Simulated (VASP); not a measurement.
A run of VASP 6.6.1 is set up as follows.

File INCAR:

```
PREC = Accurate ; ENCUT = 600
EDIFF = 1E-6 ; ISMEAR = -1
SIGMA = 0.1 ; LREAL = False
LASPH = True ; NELM = 60
ALGO = Normal ; ISIF = 3
LWAVE = False ; LCHARG = False
IBRION = 2 ; NSW = 80
EDIFFG = -0.01
```

The input KPOINTS:

```
Automatic mesh
0
Gamma
  11 11 11
```

The input POSCAR:

```
Li
1.0
    2.8577117226      0.0000000000      0.0000000000
    0.0000000000      2.8577117226      0.0000000000
    0.0000000000      0.0000000000      2.8577117226
Li
1
Direct
    0.0000000000      0.0000000000      0.0000000000
```

Potentials or basis: VASP PAW LDA potentials, release 64 (Li_sv).

Launch:

```console
$ cat potpaw_LDA.64/Li_sv/POTCAR > POTCAR
$ mpirun -np 1 vasp_std > vasp.out
```

Question: Predict the relaxed volume.

Answer: 18.68 Å³/atom.

Question: Predict the space group after relaxing (to 0.05 Å).

Answer: Pm-3m (No. 221).

Question: What does it give for the relaxed cell?

Answer: a = 2.653 Å, b = 2.653 Å, c = 2.653 Å, α = 90.00°, β = 90.00°, γ = 90.00°.

Final structure:
```yaml
crystal:
  lattice:
    - [2.65350, 0.00000, 0.00000]
    - [0.00000, 2.65350, 0.00000]
    - [0.00000, 0.00000, 2.65350]
  atoms:
    - { symbol: Li, position: [0.00000, 0.00000, 0.00000] }
```

Caveat: the cutoff is under 1.25 times the usual one of these potentials, so pressure, stress and relaxed cells hold a basis-set (Pulay) error; the volume moved by over 15 % at a fixed basis, so the end points are rough.
